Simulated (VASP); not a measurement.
## Al15InN16 (a cell with a defect): relaxation of the atoms with PBE

Al15InN16 (a cell with a defect):

```
CELL_PARAMETERS angstrom
6.25951 0.00000 0.00000
-3.12976 5.42090 0.00000
0.00000 0.00000 10.03481
ATOMIC_POSITIONS crystal
Al 0.33333 0.16667 0.24962
Al 0.33333 0.16667 0.74962
Al 0.16667 0.33333 0.99962
Al 0.33333 0.66667 0.24962
Al 0.16667 0.83333 0.49962
Al 0.33333 0.66667 0.74962
Al 0.16667 0.83333 0.99962
Al 0.83333 0.16667 0.24962
Al 0.66667 0.33333 0.49962
Al 0.83333 0.16667 0.74962
Al 0.66667 0.33333 0.99962
Al 0.83333 0.66667 0.24962
Al 0.66667 0.83333 0.49962
Al 0.83333 0.66667 0.74962
Al 0.66667 0.83333 0.99962
In 0.16667 0.33333 0.49962
N 0.33333 0.16667 0.44038
N 0.16667 0.33333 0.19038
N 0.33333 0.16667 0.94038
N 0.16667 0.33333 0.69038
N 0.33333 0.66667 0.44038
N 0.16667 0.83333 0.19038
N 0.33333 0.66667 0.94038
N 0.16667 0.83333 0.69038
N 0.83333 0.16667 0.44038
N 0.66667 0.33333 0.19038
N 0.83333 0.16667 0.94038
N 0.66667 0.33333 0.69038
N 0.83333 0.66667 0.44038
N 0.66667 0.83333 0.19038
N 0.83333 0.66667 0.94038
N 0.66667 0.83333 0.69038
```

| Quantity | Value |
| --- | --- |
| Program | VASP 6.6.1 |
| Task | relaxation of the atoms |
| Functional | PBE |
| Potentials or basis | VASP PAW PBE potentials, release 64 (Al, In_d, N) |
| Cutoff | 520 eV |
| k mesh | 1 × 1 × 1, shifted |
| Occupations | gaussian, width 0.01 eV |
| Spin | no spin polarisation |
| Dipole correction | no |
| Further INCAR settings | LREAL = Auto; ALGO = Normal; EDIFF = 1e-06; IBRION = 2; EDIFFG = -0.03; NSW = 100 |

The energy gained by relaxing is 56.8 meV/atom and the ionic steps are 12. The pressure after relaxing is 4.9 GPa and the largest force after relaxing is 0.026 eV/Å. The band gap on the k mesh is 5.49 eV.

Forces on the atoms (eV/Å):
```
Al  -0.002  0.001  0.002
Al   0.005 -0.003  0.000
Al   0.000  0.000 -0.020
Al   0.000 -0.002  0.002
Al   0.002  0.001  0.003
Al   0.000  0.006  0.000
Al  -0.008 -0.004 -0.011
Al   0.002  0.001  0.002
Al   0.000 -0.002  0.003
Al  -0.005 -0.003  0.000
Al   0.000  0.009 -0.011
Al   0.000  0.000  0.018
Al  -0.002  0.001  0.003
Al   0.000  0.000 -0.020
Al   0.008 -0.004 -0.011
In   0.000  0.000  0.026
N   -0.002  0.001  0.001
N    0.000  0.000  0.019
N    0.015 -0.009  0.000
N    0.000  0.000  0.010
N    0.000 -0.002  0.001
N   -0.005 -0.003  0.020
N    0.000  0.018  0.000
N    0.001  0.001 -0.025
N    0.002  0.001  0.001
N    0.000  0.005  0.020
N   -0.015 -0.009  0.000
N    0.000 -0.002 -0.025
N    0.000  0.000  0.007
N    0.005 -0.003  0.020
N    0.000  0.000 -0.010
N   -0.001  0.001 -0.025
```

Stress tensor (GPa, compression positive):
```
3.37 0.00 0.00
0.00 3.37 0.00
0.00 0.00 8.08
```

The path:
| step | energy change (eV) | largest force (eV/Å) | pressure (GPa) |
| --- | --- | --- | --- |
| 1 | 0.0000 | 5.6034 | 6.93 |
| 2 | -1.1616 | 2.4959 | 5.34 |
| 3 | -1.6871 | 0.8024 | 5.15 |
| 4 | -1.7772 | 0.3457 | 4.98 |
| 5 | -1.7786 | 0.3271 | 5.00 |
| 6 | -1.8050 | 0.1773 | 4.96 |
| 7 | -1.8053 | 0.1909 | 4.96 |
| 8 | -1.8144 | 0.1257 | 4.95 |
| 9 | -1.8144 | 0.1408 | 4.95 |
| 10 | -1.8171 | 0.0472 | 4.93 |
| 11 | -1.8172 | 0.0455 | 4.93 |
| 12 | -1.8177 | 0.0258 | 4.94 |

Final structure:
```
CELL_PARAMETERS angstrom
6.25951 0.00000 0.00000
-3.12976 5.42090 0.00000
0.00000 0.00000 10.03481
ATOMIC_POSITIONS crystal
Al 0.33530 0.16470 0.24556
Al 0.33513 0.16487 0.75503
Al 0.16667 0.33333 0.99968
Al 0.33530 0.67061 0.24556
Al 0.16817 0.83408 0.49957
Al 0.33513 0.67026 0.75503
Al 0.16505 0.83253 0.00035
Al 0.82939 0.16470 0.24556
Al 0.66592 0.33183 0.49957
Al 0.82974 0.16487 0.75503
Al 0.66747 0.33495 0.00035
Al 0.83333 0.66667 0.24976
Al 0.66592 0.83408 0.49957
Al 0.83333 0.66667 0.74963
Al 0.66747 0.83253 0.00035
In 0.16667 0.33333 0.49999
N 0.34723 0.15277 0.43243
N 0.16667 0.33333 0.19011
N 0.33444 0.16556 0.94300
N 0.16667 0.33333 0.71045
N 0.34723 0.69445 0.43243
N 0.16387 0.83193 0.18761
N 0.33444 0.66888 0.94300
N 0.16753 0.83377 0.69029
N 0.80555 0.15277 0.43243
N 0.66807 0.33613 0.18761
N 0.83112 0.16556 0.94300
N 0.66623 0.33247 0.69029
N 0.83333 0.66667 0.44040
N 0.66807 0.83193 0.18761
N 0.83333 0.66667 0.93845
N 0.66623 0.83377 0.69029
```

Levels at points of the mesh, in eV from the valence-band top:
| k point | band 65 | band 66 | band 67 | band 68 | band 69 | band 70 | band 71 | band 72 | band 73 | band 74 |
| --- | --- | --- | --- | --- | --- | --- | --- | --- | --- | --- |
| (0.25, 0.25, 0.25) | -0.54 | -0.47 | -0.29 | -0.13 | 0.00 | 5.49 | 5.70 | 6.14 | 6.29 | 6.47 |

Wall time 6.5 min on 1 thread of Intel(R) Xeon(R) 6975P-C (Granite Rapids), with other jobs on the host, peak memory 0.49 GiB.

Caveat: the k points lie up to 1.16 Å⁻¹ apart, too coarse for converged energies, forces and pressures; spin-orbit coupling is left out, which moves the levels of the heavy elements.
